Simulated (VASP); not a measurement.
# AlPt (P2_13) in VASP: notebook, part 2 of 2

VASP 6.6.1. Earlier steps stand in the parts before.

### Step 4. Single point, PBEsol

This run uses another cell than the first one, of 15.39 Å³/atom.

INCAR reads:

```
SYSTEM = AlPt
ALGO = Normal ; EDIFF = 1E-7
ENCUT = 520 ; GGA = PS
ISIF = 2 ; ISMEAR = 1
LASPH = .True. ; LCHARG = .False.
LREAL = .False. ; LWAVE = .False.
NBANDS = 36 ; NELM = 60
PREC = Accurate ; SIGMA = 0.15
```

KPOINTS reads:

```
k-points
0
Gamma
  6 6 6
  0 0 0
```

POSCAR reads:

```
AlPt
1.0
    4.9746216269      0.0000000000      0.0000000000
    0.0000000000      4.9746216269      0.0000000000
    0.0000000000      0.0000000000      4.9746216269
Al Pt
4 4
Direct
    0.8440320000      0.8440320000      0.8440320000
    0.6559680000      0.1559680000      0.3440320000
    0.3440320000      0.6559680000      0.1559680000
    0.1559680000      0.3440320000      0.6559680000
    0.1550630000      0.1550630000      0.1550630000
    0.3449370000      0.8449370000      0.6550630000
    0.6550630000      0.3449370000      0.8449370000
    0.8449370000      0.6550630000      0.3449370000
```

Potentials or basis: VASP PAW PBE potentials, release 64 (Al, Pt).

Command:

```console
$ cat potpaw_PBE.64/Al/POTCAR potpaw_PBE.64/Pt/POTCAR > POTCAR
$ mpirun -np 1 vasp_std > vasp.out
```

OUTCAR:

```text
SYSTEM = AlPt
   EDIFF = 1E-7
   ENCUT = 520
   GGA = PS
   ISIF = 2
   ISMEAR = 1
   LASPH = .True.
   LREAL = .False.
   NELM = 60
   PREC = Accurate

 ion  position               nearest neighbor table
   1  0.844  0.844  0.844-   6 2.65   7 2.65   8 2.65   6 2.66   7 2.66   8 2.66   5 2.68   3 3.08
                             4 3.08   2 3.08   2 3.08   4 3.08   3 3.08
   2  0.656  0.156  0.344-   5 2.65   7 2.65   8 2.65   7 2.66   8 2.66   5 2.66   6 2.68   1 3.08
                             1 3.08   3 3.08   3 3.08   4 3.08   4 3.08
   3  0.344  0.656  0.156-   5 2.65   6 2.65   8 2.65   8 2.66   6 2.66   5 2.66   7 2.68   1 3.08
                             4 3.08   2 3.08   2 3.08   4 3.08   1 3.08
   4  0.156  0.344  0.656-   5 2.65   6 2.65   7 2.65   6 2.66   5 2.66   7 2.66   8 2.68   1 3.08
                             3 3.08   2 3.08   1 3.08   2 3.08   3 3.08
   5  0.155  0.155  0.155-   2 2.65   3 2.65   4 2.65   2 2.66   3 2.66   4 2.66   1 2.68   6 3.08
                             7 3.08   8 3.08   6 3.08   8 3.08   7 3.08
   6  0.345  0.845  0.655-   1 2.65   3 2.65   4 2.65   3 2.66   4 2.66   1 2.66   2 2.68   8 3.08
                             5 3.08   5 3.08   7 3.08   7 3.08   8 3.08
   7  0.655  0.345  0.845-   1 2.65   2 2.65   4 2.65   4 2.66   2 2.66   1 2.66   3 2.68   8 3.08
                             5 3.08   8 3.08   6 3.08   6 3.08   5 3.08
   8  0.845  0.655  0.345-   1 2.65   2 2.65   3 2.65   2 2.66   1 2.66   3 2.66   4 2.68   7 3.08
                             5 3.08   7 3.08   5 3.08   6 3.08   6 3.08

  LATTYP: Found a simple cubic cell.
 ALAT       =     4.9746216269

  Lattice vectors:

 A1 = (   4.9746216269,   0.0000000000,   0.0000000000)
 A2 = (   0.0000000000,   4.9746216269,   0.0000000000)
 A3 = (   0.0000000000,   0.0000000000,   4.9746216269)

Analysis of symmetry for initial positions (statically):
=====================================================================
 Subroutine PRICEL returns:
 Original cell was already a primitive cell.

 Routine SETGRP: Setting up the symmetry group for a
 simple cubic supercell.

 Subroutine GETGRP returns: Found 12 space group operations
 (whereof  3 operations were pure point group operations)
 out of a pool of 48 trial point group operations.

The static configuration has the point symmetry C_3 .
 The point group associated with its full space group is T   .

Analysis of symmetry for dynamics (positions and initial velocities):
=====================================================================
 Subroutine PRICEL returns:
 Original cell was already a primitive cell.

 Routine SETGRP: Setting up the symmetry group for a
 simple cubic supercell.

 Subroutine GETGRP returns: Found 12 space group operations
 (whereof  3 operations were pure point group operations)
 out of a pool of 48 trial point group operations.

The dynamic configuration has the point symmetry C_3 .
 The point group associated with its full space group is T   .

 Subroutine INISYM returns: Found 12 space group operations
 (whereof  3 operations are pure point group operations),
 and found     1 'primitive' translations

----------------------------------------------------------------------------------------

                                     Primitive cell
[... 64 lines left out ...]
  0.166667  0.166667  0.000000     12.000000
  0.333333  0.166667  0.000000     12.000000
[... 16 lines left out ...]
  0.500000  0.500000  0.333333      6.000000
  0.500000  0.500000  0.500000      1.000000
   k-points           NKPTS =     24   k-points in BZ     NKDIM =     24   number of bands    NBANDS=     36
   number of dos      NEDOS =    301   number of ions     NIONS =      8
   total plane-waves  NPLWV =  64000
   dimension x,y,z NGX =    40 NGY =   40 NGZ =   40
   dimension x,y,z NGXF=    80 NGYF=   80 NGZF=   80
   ions per type =               4   4
   NGX,Y,Z   is equivalent  to a cutoff of  13.37, 13.37, 13.37 a.u.
   NGXF,Y,Z  is equivalent  to a cutoff of  26.74, 26.74, 26.74 a.u.
 SYSTEM =  AlPt
   PREC   = accura    normal or accurate (medium, high low for compatibility)
   ISTART =      0    job   : 0-new  1-cont  2-samecut
   ICHARG =      2    charge: 1-file 2-atom 10-const
   ISPIN  =      1    spin polarized calculation?
   LNONCOLLINEAR =      F non collinear calculations
   LSORBIT =      F    spin-orbit coupling
   LASPH  =      T    aspherical Exc in radial PAW
   ENCUT  =  520.0 eV  38.22 Ry    6.18 a.u.   9.25  9.25  9.25*2*pi/ulx,y,z
   NELM   =     60;   NELMIN=  2; NELMDL= -5     # of ELM steps
   EDIFF  = 0.1E-06   stopping-criterion for ELM
   LREAL  =      F    real-space projection
   EDIFFG = 0.1E-05   stopping-criterion for IOM
   NSW    =      0    number of steps for IOM
   IBRION =     -1    ionic relax: 0-MD 1-quasi-New 2-CG
   NFREE  =      0    steps in history (QN), initial steepest desc. (CG)
   ISIF   =      2    stress and relaxation
   ISYM   =      2    0-nonsym 1-usesym 2-fastsym
   POTIM  = 0.5000    time-step for ionic-motion
   TEBEG  =    0.0;   TEEND  =   0.0 temperature during run
   PSTRESS=    0.0 pullay stress
   NELECT =      52.0000    total number of electrons
   NUPDOWN=      -1.0000    fix difference up-down
   EMIN   =  10.00;   EMAX   =-10.00  energy-range for DOS
   EFERMI =   0.00;   METHOD = LEGACY
   ISMEAR =     1;   SIGMA  =   0.15  broadening in eV -4-tet -1-fermi 0-gaus
   EFERMI_NEDOS =   21; number of points for ismear=-14 and -15
   IALGO  =     38    algorithm
   IMIX   =      4    mixing-type and parameters
     AMIX     =   0.40;   BMIX     =  1.00
     AMIX_MAG =   1.60;   BMIX_MAG =  1.00
  volume/ion in A,a.u.               =      15.39       103.85
  Fermi-wavevector in a.u.,A,eV,Ry     =   1.228332  2.321212 20.528475  1.508800
  Thomas-Fermi vector in A             =   2.363262
   LORBIT       =      0    0 simple, 1 ext, 2 COOP (PROOUT), +10 PAW based schemes
   GGA     = PS    functional components
   LHFCALC =     F    Hartree Fock is set to
   AEXX    =    0.0000 exact exchange contribution
   IVDW    =     0    specifies the selected vdW correction
   LEPSILON=     F    determine dielectric tensor
   LRPA    =     F    only Hartree local field effects (RPA)
 non-spin polarized calculation
 Methfessel and Paxton  Order N= 1 SIGMA  =   0.15
  energy-cutoff  :      520.00
  volume of cell :      123.11
 maximum number of plane-waves:      3362
 NGX is ok and might be reduce to    40
   NGX = 19   NGY = 19   NGZ = 19

 number of electron      51.9999996 magnetization

 Free energy of the ion-electron system (eV)
  ---------------------------------------------------
  ext. energy  EPLUGINS =         0.00000000
  ---------------------------------------------------
  free energy    TOTEN  =       -52.36623992 eV

  energy without entropy =      -52.36478068  energy(sigma->0) =      -52.36575351

 E-fermi :   9.5604     XC(G=0): -11.9817

 val. band max:        9.5313809046   @ k =   0.1667   0.1667   0.1667
 cond. band min:       9.6748512417   @ k =   0.3333   0.3333   0.3333
 fundamental gap:      0.1434703371
 Fermi energy:         9.5604374151

 k-point     1 :       0.0000    0.0000    0.0000
  band No.  band energies     occupation
      1      -1.1867      2.00000
      2       2.9971      2.00000
      3       2.9971      2.00000
      4       2.9971      2.00000
      5       4.4421      2.00000
      6       4.4421      2.00000
[... 925 lines left out ...]
     35      16.4272      0.00000
     36      16.4272      0.00000

------------------------ aborting loop because EDIFF is reached ----------------------------------------

  FORCE on cell =-STRESS in cart. coord.  units (eV):
  Direction    XX          YY          ZZ          XY          YZ          ZX
  --------------------------------------------------------------------------------------
  -------------------------------------------------------------------------------------
  Total       -8.7119404     -8.7119404     -8.7119404      0.0000000      0.0000000      0.0000000
  in kB     -113.3823145   -113.3823145   -113.3823145      0.0000000      0.0000000      0.0000000
  external PRESSURE =    -113.3823145 kB  Pullay stress =       0.0000000 kB

 VOLUME and BASIS-vectors are now :
 -----------------------------------------------------------------------------
  energy-cutoff  :      520.00
  volume of cell :      123.11
      direct lattice vectors                 reciprocal lattice vectors
     4.974621627  0.000000000  0.000000000     0.201020314  0.000000000  0.000000000
     0.000000000  4.974621627  0.000000000     0.000000000  0.201020314  0.000000000
     0.000000000  0.000000000  4.974621627     0.000000000  0.000000000  0.201020314

 POSITION                                       TOTAL-FORCE (eV/Angst)
 -----------------------------------------------------------------------------------
      4.19874      4.19874      4.19874        -0.027322     -0.027322     -0.027322
      3.26319      0.77588      1.71143         0.027322      0.027322     -0.027322
      1.71143      3.26319      0.77588        -0.027322      0.027322      0.027322
      0.77588      1.71143      3.26319         0.027322     -0.027322      0.027322
      0.77138      0.77138      0.77138        -0.020941     -0.020941     -0.020941
      1.71593      4.20324      3.25869         0.020941      0.020941     -0.020941
      3.25869      1.71593      4.20324        -0.020941      0.020941      0.020941
      4.20324      3.25869      1.71593         0.020941     -0.020941      0.020941
 -----------------------------------------------------------------------------------
    total drift:                               -0.000000     -0.000000     -0.000000

  FREE ENERGIE OF THE ION-ELECTRON SYSTEM (eV)
  ---------------------------------------------------
  free  energy   TOTEN  =       -52.3662399240 eV

  energy  without entropy=      -52.3647806846  energy(sigma->0) =      -52.36575351
```

Run time: 1.7 min. Hardware: 1 thread of Intel Xeon 8259CL, shared host; peak memory 0.28 GiB.

Results:

| Quantity | Value |
| --- | --- |
| Free energy | -52.3662 eV |
| Pressure | -11.3 GPa |
| Largest force | 0.047 eV/Å |
| Band gap on the k mesh | zero (bands 26 and 27 overlap by 1.17 eV) |

Forces in eV/Å, atoms in the order of the input:
```
Al  -0.027 -0.027 -0.027
Al   0.027  0.027 -0.027
Al  -0.027  0.027  0.027
Al   0.027 -0.027  0.027
Pt  -0.021 -0.021 -0.021
Pt   0.021  0.021 -0.021
Pt  -0.021  0.021  0.021
Pt   0.021 -0.021  0.021
```

Caveat: the cell stands under tension; the PAW data sets were made with another functional, which shifts forces and pressure a little; spin-orbit coupling is left out, which moves the levels of the heavy elements.

### Step 5. The runs side by side

```tsv
cell	gap on the mesh (eV)	pressure (GPa)	largest force (eV/Å)
a = 4.911 Å, 8 atoms	none	-5.1	0.05
a = 4.943 Å, 8 atoms	none	-8.4	0.04
a = 4.975 Å, 8 atoms	none	-11.3	0.05
```

Alike in all rows: task single point; level PBEsol; potentials or basis VASP PAW PBE potentials, release 64 (Al, Pt); no spin polarisation; k mesh 6 × 6 × 6; cutoff (eV) 520; smearing methfessel-paxton 0.15 eV.

Caveats: the cell stands under tension; the PAW data sets were made with another functional, which shifts forces and pressure a little; spin-orbit coupling is left out, which moves the levels of the heavy elements.

Total energies depend on the potentials used, so only differences within one code and one set of settings carry meaning.

The gap in the log of VASP goes by the Fermi energy; the results here count the filled bands.